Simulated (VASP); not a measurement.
# SnO2 (rutile type) (P4_2/mnm) in VASP: a series of runs

SnO2 (rutile type) is run at these levels: PBE; tasks: single point.

Program: VASP 6.6.1. These are calculated values, not measurements. Logs are shortened: lines on timing, memory, paths and dates and some standing lists are left out, and cuts for length are marked.

**1. The cell of the first run**

It takes space group P4_2/mnm (No. 136, tetragonal). The conventional cell has a = 4.394 Å, b = 4.394 Å, c = 3.104 Å, α = 90.00°, β = 90.00°, γ = 90.00°. Sn (site symmetry mmm) has 6 O at 1.90 to 1.97 Å within 2.5 Å. Within 2.5 Å of O (site symmetry m2m) lie 3 Sn at 1.90 to 1.97 Å and 1 O at 2.41 Å.

**2. Single point, PBE**

File INCAR:

```
SYSTEM = SnO2
PREC = Accurate
ENCUT = 520
EDIFF = 1E-6
ISMEAR = -1
SIGMA = 0.05
LREAL = .False.
LASPH = .True.
NELM = 80
ALGO = Normal
ISIF = 2
LWAVE = .False.
LCHARG = .False.
GGA = PE
NBANDS = 35
```

File KPOINTS:

```
regular mesh
0
Gamma
  8 8 11
  0 0 0
```

File POSCAR:

```
SnO2
1.0
    4.3940940527      0.0000000000      0.0000000000
    0.0000000000      4.3940940527      0.0000000000
    0.0000000000      0.0000000000      3.1044042845
Sn O
2 4
Direct
    0.0000000000      0.0000000000      0.0000000000
    0.5000000000      0.5000000000      0.5000000000
    0.3058404214      0.3058404214      0.0000000000
    0.6941595786      0.6941595786      0.0000000000
    0.8058404214      0.1941595786      0.5000000000
    0.1941595786      0.8058404214      0.5000000000
```

Potentials or basis: VASP PAW PBE potentials, release 64 (Sn_d, O).

Launch:

```bash
$ cat potpaw_PBE.64/Sn_d/POTCAR potpaw_PBE.64/O/POTCAR > POTCAR
$ mpirun -np 1 vasp_std > vasp.out
```

OUTCAR:

```text
SYSTEM = SnO2
   PREC = Accurate
   ENCUT = 520
   EDIFF = 1E-6
   ISMEAR = -1
   LREAL = .False.
   LASPH = .True.
   NELM = 80
   ISIF = 2
   GGA = PE

 ion  position               nearest neighbor table
   1  0.000  0.000  0.000-   3 1.90   4 1.90   5 1.97   6 1.97   5 1.97   6 1.97   2 3.47   2 3.47
                             2 3.47   2 3.47   2 3.47   2 3.47   2 3.47   2 3.47
   2  0.500  0.500  0.500-   5 1.90   6 1.90   3 1.97   4 1.97   3 1.97   4 1.97   1 3.47   1 3.47
                             1 3.47   1 3.47   1 3.47   1 3.47   1 3.47   1 3.47
   3  0.306  0.306  0.000-   1 1.90   2 1.97   2 1.97
   4  0.694  0.694  0.000-   1 1.90   2 1.97   2 1.97
   5  0.806  0.194  0.500-   2 1.90   1 1.97   1 1.97
   6  0.194  0.806  0.500-   2 1.90   1 1.97   1 1.97

  LATTYP: Found a simple tetragonal cell.
 ALAT       =     4.3940940527
 C/A-ratio  =     0.7064947284

  Lattice vectors:

 A1 = (   4.3940940527,   0.0000000000,   0.0000000000)
 A2 = (   0.0000000000,   4.3940940527,   0.0000000000)
 A3 = (   0.0000000000,   0.0000000000,   3.1044042845)

Analysis of symmetry for initial positions (statically):
=====================================================================
 Subroutine PRICEL returns:
 Original cell was already a primitive cell.

 Routine SETGRP: Setting up the symmetry group for a
 simple tetragonal supercell.

 Subroutine GETGRP returns: Found 16 space group operations
 (whereof  8 operations were pure point group operations)
 out of a pool of 16 trial point group operations.

The static configuration has the point symmetry D_2h.
 The point group associated with its full space group is D_4h.

Analysis of symmetry for dynamics (positions and initial velocities):
=====================================================================
 Subroutine PRICEL returns:
 Original cell was already a primitive cell.

 Routine SETGRP: Setting up the symmetry group for a
 simple tetragonal supercell.

 Subroutine GETGRP returns: Found 16 space group operations
 (whereof  8 operations were pure point group operations)
 out of a pool of 16 trial point group operations.

The dynamic configuration has the point symmetry D_2h.
 The point group associated with its full space group is D_4h.

 Subroutine INISYM returns: Found 16 space group operations
 (whereof  8 operations are pure point group operations),
 and found     1 'primitive' translations

----------------------------------------------------------------------------------------

                                     Primitive cell

  volume of cell :      59.9400

  direct lattice vectors                    reciprocal lattice vectors
     4.394094053  0.000000000  0.000000000     0.227578197  0.000000000  0.000000000
     0.000000000  4.394094053  0.000000000     0.000000000  0.227578197  0.000000000
     0.000000000  0.000000000  3.104404285     0.000000000  0.000000000  0.322122993

  length of vectors
     4.394094053  4.394094053  3.104404285     0.227578197  0.227578197  0.322122993

  position of ions in fractional coordinates (direct lattice)
     0.000000000  0.000000000  0.000000000
     0.500000000  0.500000000  0.500000000
     0.305840421  0.305840421  0.000000000
     0.694159579  0.694159579  0.000000000
     0.805840421  0.194159579  0.500000000
     0.194159579  0.805840421  0.500000000

  ion indices of the primitive-cell ions
   primitive index   ion index
                 1           1
                 2           2
                 3           3
                 4           4
                 5           5
                 6           6

----------------------------------------------------------------------------------------

 KPOINTS: regular mesh

Automatic generation of k-mesh.
 Grid dimensions read from file:
 generate k-points for:    8    8   11

 Generating k-lattice:

  Cartesian coordinates                     Fractional coordinates (reciprocal lattice)
     0.028447275  0.000000000  0.000000000     0.125000000  0.000000000  0.000000000
     0.000000000  0.028447275  0.000000000     0.000000000  0.125000000  0.000000000
     0.000000000  0.000000000  0.029283908     0.000000000  0.000000000  0.090909091

  Length of vectors
     0.028447275  0.028447275  0.029283908

  Shift w.r.t. Gamma in fractional coordinates (k-lattice)
     0.000000000  0.000000000  0.000000000

 Subroutine IBZKPT returns following result:
 ===========================================

 Found     90 irreducible k-points:

 Following reciprocal coordinates:
            Coordinates               Weight
  0.000000  0.000000  0.000000      1.000000
  0.125000  0.000000  0.000000      4.000000
  0.250000  0.000000  0.000000      4.000000
  0.375000  0.000000  0.000000      4.000000
  0.500000  0.000000  0.000000      2.000000
  0.125000  0.125000  0.000000      4.000000
[... 16 lines left out ...]
  0.375000  0.125000  0.090909     16.000000
  0.500000  0.125000  0.090909      8.000000
 [... further k-points ...]
   k-points           NKPTS =     90   k-points in BZ     NKDIM =     90   number of bands    NBANDS=     35
   number of dos      NEDOS =    301   number of ions     NIONS =      6
   total plane-waves  NPLWV =  31104
   dimension x,y,z NGX =    36 NGY =   36 NGZ =   24
   dimension x,y,z NGXF=    72 NGYF=   72 NGZF=   48
   ions per type =               2   4
   NGX,Y,Z   is equivalent  to a cutoff of  13.62, 13.62, 12.85 a.u.
   NGXF,Y,Z  is equivalent  to a cutoff of  27.24, 27.24, 25.70 a.u.
 SYSTEM =  SnO2
   PREC   = accura    normal or accurate (medium, high low for compatibility)
   ISTART =      0    job   : 0-new  1-cont  2-samecut
   ICHARG =      2    charge: 1-file 2-atom 10-const
   ISPIN  =      1    spin polarized calculation?
   LNONCOLLINEAR =      F non collinear calculations
   LSORBIT =      F    spin-orbit coupling
   LASPH  =      T    aspherical Exc in radial PAW
   ENCUT  =  520.0 eV  38.22 Ry    6.18 a.u.   8.17  8.17  5.77*2*pi/ulx,y,z
   NELM   =     80;   NELMIN=  2; NELMDL= -5     # of ELM steps
   EDIFF  = 0.1E-05   stopping-criterion for ELM
   LREAL  =      F    real-space projection
   EDIFFG = 0.1E-04   stopping-criterion for IOM
   NSW    =      0    number of steps for IOM
   IBRION =     -1    ionic relax: 0-MD 1-quasi-New 2-CG
   NFREE  =      0    steps in history (QN), initial steepest desc. (CG)
   ISIF   =      2    stress and relaxation
   ISYM   =      2    0-nonsym 1-usesym 2-fastsym
   POTIM  = 0.5000    time-step for ionic-motion
   TEBEG  =    0.0;   TEEND  =   0.0 temperature during run
   PSTRESS=    0.0 pullay stress
   NELECT =      52.0000    total number of electrons
   NUPDOWN=      -1.0000    fix difference up-down
   EMIN   =  10.00;   EMAX   =-10.00  energy-range for DOS
   EFERMI =   0.00;   METHOD = LEGACY
   ISMEAR =    -1;   SIGMA  =   0.05  broadening in eV -4-tet -1-fermi 0-gaus
   EFERMI_NEDOS =   21; number of points for ismear=-14 and -15
   IALGO  =     38    algorithm
   IMIX   =      4    mixing-type and parameters
     AMIX     =   0.40;   BMIX     =  1.00
     AMIX_MAG =   1.60;   BMIX_MAG =  1.00
  volume/ion in A,a.u.               =       9.99        67.42
  Fermi-wavevector in a.u.,A,eV,Ry     =   1.561362  2.950546 33.168983  2.437851
  Thomas-Fermi vector in A             =   2.664439
   LORBIT       =      0    0 simple, 1 ext, 2 COOP (PROOUT), +10 PAW based schemes
   GGA     = PE    functional components
   LHFCALC =     F    Hartree Fock is set to
   AEXX    =    0.0000 exact exchange contribution
   IVDW    =     0    specifies the selected vdW correction
   LEPSILON=     F    determine dielectric tensor
   LRPA    =     F    only Hartree local field effects (RPA)
 non-spin polarized calculation
  energy-cutoff  :      520.00
  volume of cell :       59.94
 maximum number of plane-waves:      1652
 NGX is ok and might be reduce to    36
   NGX = 17   NGY = 17   NGZ = 11

 number of electron      51.9999984 magnetization

 Free energy of the ion-electron system (eV)
  ---------------------------------------------------
  ext. energy  EPLUGINS =         0.00000000
  ---------------------------------------------------
  free energy    TOTEN  =       -34.53579489 eV

  energy without entropy =      -34.53579489  energy(sigma->0) =      -34.53579489

 E-fermi :   9.3256     XC(G=0): -12.2532

 val. band max:        8.3784981153   @ k =   0.0000   0.0000   0.0000
 cond. band min:      11.7879875366   @ k =   0.0000   0.0000   0.0000
 fundamental gap:      3.4094894213
 Fermi energy:         9.3255610329

 k-point     1 :       0.0000    0.0000    0.0000
  band No.  band energies     occupation
      1     -13.1609      2.00000
      2     -12.2944      2.00000
      3     -11.4936      2.00000
      4     -11.2621      2.00000
      5     -11.2370      2.00000
      6     -11.2370      2.00000
[... 27 lines left out ...]
     34      23.0880      0.00000
     35      23.2638      0.00000

 k-point     2 :       0.1250    0.0000    0.0000
  band No.  band energies     occupation
      1     -13.1245      2.00000
      2     -12.2445      2.00000
      3     -11.6031      2.00000
      4     -11.2724      2.00000
      5     -11.2341      2.00000
      6     -11.2338      2.00000
[... 27 lines left out ...]
     34      23.0173      0.00000
     35      23.1392      0.00000

 k-point     3 :       0.2500    0.0000    0.0000
  band No.  band energies     occupation
      1     -13.0156      2.00000
      2     -12.1523      2.00000
      3     -11.8150      2.00000
      4     -11.3091      2.00000
      5     -11.2269      2.00000
      6     -11.2261      2.00000
[... 27 lines left out ...]
     34      22.7277      0.00000
     35      22.9494      0.00000

 k-point     4 :       0.3750    0.0000    0.0000
  band No.  band energies     occupation
      1     -12.8363      2.00000
      2     -12.3142      2.00000
      3     -11.7493      2.00000
      4     -11.3906      2.00000
      5     -11.2191      2.00000
      6     -11.2183      2.00000
[... 27 lines left out ...]
     34      22.3420      0.00000
     35      22.4260      0.00000

 k-point     5 :       0.5000    0.0000    0.0000
  band No.  band energies     occupation
      1     -12.5943      2.00000
      2     -12.5943      2.00000
      3     -11.5431      2.00000
      4     -11.5431      2.00000
      5     -11.2154      2.00000
      6     -11.2154      2.00000
[... 638 lines left out ...]
 k-point    22 :       0.2500    0.1250    0.0909
  band No.  band energies     occupation
      1     -12.9659      2.00000
      2     -12.0924      2.00000
      3     -11.9293      2.00000
      4     -11.4376      2.00000
      5     -11.2430      2.00000
      6     -11.1900      2.00000
[... 27 lines left out ...]
     34      22.4524      0.00000
     35      22.6050      0.00000

 k-point    23 :       0.3750    0.1250    0.0909
  band No.  band energies     occupation
      1     -12.8219      2.00000
      2     -12.3617      2.00000
      3     -11.7639      2.00000
      4     -11.5012      2.00000
      5     -11.2070      2.00000
      6     -11.1752      2.00000
[... 27 lines left out ...]
     34      22.1828      0.00000
     35      22.4185      0.00000

 k-point    24 :       0.5000    0.1250    0.0909
  band No.  band energies     occupation
      1     -12.6173      2.00000
      2     -12.6173      2.00000
      3     -11.6077      2.00000
      4     -11.6077      2.00000
      5     -11.1825      2.00000
      6     -11.1825      2.00000
[... 27 lines left out ...]
     34      21.9156      0.00000
     35      22.9380      0.00000

 [... further k-points ...]

------------------------ aborting loop because EDIFF is reached ----------------------------------------

  FORCE on cell =-STRESS in cart. coord.  units (eV):
  Direction    XX          YY          ZZ          XY          YZ          ZX
  --------------------------------------------------------------------------------------
  -------------------------------------------------------------------------------------
  Total       26.0931950     26.0931950     26.3240015     -0.0000000      0.0000000      0.0000000
  in kB      697.4625142    697.4625142    703.6318960     -0.0000000      0.0000000      0.0000000
  external PRESSURE =     699.5189748 kB  Pullay stress =       0.0000000 kB

 VOLUME and BASIS-vectors are now :
 -----------------------------------------------------------------------------
  energy-cutoff  :      520.00
  volume of cell :       59.94
      direct lattice vectors                 reciprocal lattice vectors
     4.394094053  0.000000000  0.000000000     0.227578197  0.000000000  0.000000000
     0.000000000  4.394094053  0.000000000     0.000000000  0.227578197  0.000000000
     0.000000000  0.000000000  3.104404285     0.000000000  0.000000000  0.322122993

 POSITION                                       TOTAL-FORCE (eV/Angst)
 -----------------------------------------------------------------------------------
      0.00000      0.00000      0.00000         0.000000     -0.000000     -0.000000
      2.19705      2.19705      1.55220         0.000000     -0.000000     -0.000000
      1.34389      1.34389      0.00000        -0.020561     -0.020561      0.000000
      3.05020      3.05020      0.00000         0.020561      0.020561     -0.000000
      3.54094      0.85316      1.55220        -0.020561      0.020561     -0.000000
      0.85316      3.54094      1.55220         0.020561     -0.020561      0.000000
 -----------------------------------------------------------------------------------
    total drift:                               -0.000000      0.000000      0.000000

  FREE ENERGIE OF THE ION-ELECTRON SYSTEM (eV)
  ---------------------------------------------------
  free  energy   TOTEN  =       -34.5357948928 eV

  energy  without entropy=      -34.5357948928  energy(sigma->0) =      -34.53579489
```

Wall time 3.2 min (1 thread of AMD EPYC 7R13 (Zen 3), shared host); peak memory 0.24 GiB.

What came out:

* Free energy: -34.5358 eV
* Pressure: 70.0 GPa
* Largest force: 0.029 eV/Å
* Band gap on the k mesh: 3.41 eV

Forces on the atoms (eV/Å):
```
Sn   0.000  0.000  0.000
Sn   0.000  0.000  0.000
O   -0.021 -0.021  0.000
O    0.021  0.021  0.000
O   -0.021  0.021  0.000
O    0.021 -0.021  0.000
```

Levels at points of the mesh, in eV from the valence-band top:
| k point | band 22 | band 23 | band 24 | band 25 | band 26 | band 27 | band 28 | band 29 | band 30 | band 31 |
| --- | --- | --- | --- | --- | --- | --- | --- | --- | --- | --- |
| (0.00, 0.00, 0.00) | -1.15 | -1.15 | -0.86 | -0.86 | 0.00 | 3.41 | 6.97 | 6.97 | 7.31 | 11.63 |
| (0.50, 0.00, 0.00) | -2.07 | -1.15 | -1.15 | -0.64 | -0.64 | 6.49 | 6.49 | 7.84 | 7.84 | 13.35 |
| (0.50, 0.50, 0.00) | -2.38 | -1.28 | -1.28 | -0.93 | -0.93 | 6.88 | 6.88 | 8.73 | 8.73 | 12.73 |

Caveat: the cell stands under pressure; spin-orbit coupling is left out, which moves the levels of the heavy elements; an odd mesh through Γ misses points on the zone boundary, where band edges can lie.

**3. Single point, PBE**

File INCAR:

```
ALGO = Normal
EDIFF = 1E-7
ENCUT = 520
GGA = PE
ISIF = 2
ISMEAR = -1
LASPH = True
LCHARG = False
LREAL = False
LWAVE = False
NBANDS = 35
NELM = 60
PREC = Accurate
SIGMA = 0.05
```

File KPOINTS:

```
k-points
0
Gamma
  8 8 11
```

POSCAR: that of step 2 with these lines changed.

```diff
@@ -4,3 +4,3 @@
     0.0000000000      4.3940940527      0.0000000000
-    0.0000000000      0.0000000000      3.1044042845
+    0.0000000000      0.0000000000      3.1044042846
 Sn O
```

Potentials or basis: VASP PAW PBE potentials, release 64 (Sn_d, O).

Launch:

```bash
$ cat potpaw_PBE.64/Sn_d/POTCAR potpaw_PBE.64/O/POTCAR > POTCAR
$ mpirun -np 1 vasp_std > vasp.out
```

Run time: 3.1 min. Hardware: 1 thread of AMD EPYC 7R13 (Zen 3), shared host; peak memory 0.24 GiB.

It converged, with:

```
Free energy            : -34.5358 eV
Pressure               : 70.0 GPa
Largest force          : 0.029 eV/Å
Band gap on the k mesh : 3.41 eV
```

Forces in eV/Å, atoms in the order of the input:
```
Sn   0.000  0.000  0.000
Sn   0.000  0.000  0.000
O   -0.021 -0.021  0.000
O    0.021  0.021  0.000
O   -0.021  0.021  0.000
O    0.021 -0.021  0.000
```

Stress tensor (GPa, compression positive):
```
69.82  0.00  0.00
 0.00 69.82  0.00
 0.00  0.00 70.44
```

Levels at points of the mesh, in eV from the valence-band top:
```tsv
k point	band 24	band 25	band 26	band 27	band 28	band 29
(0.00, 0.00, 0.00)	-0.86	-0.86	0.00	3.41	6.97	6.97
(0.50, 0.00, 0.00)	-1.15	-0.64	-0.64	6.49	6.49	7.84
(0.50, 0.50, 0.00)	-1.28	-0.93	-0.93	6.88	6.88	8.73
```

Caveat: the cell stands under pressure; spin-orbit coupling is left out, which moves the levels of the heavy elements; an odd mesh through Γ misses points on the zone boundary, where band edges can lie.
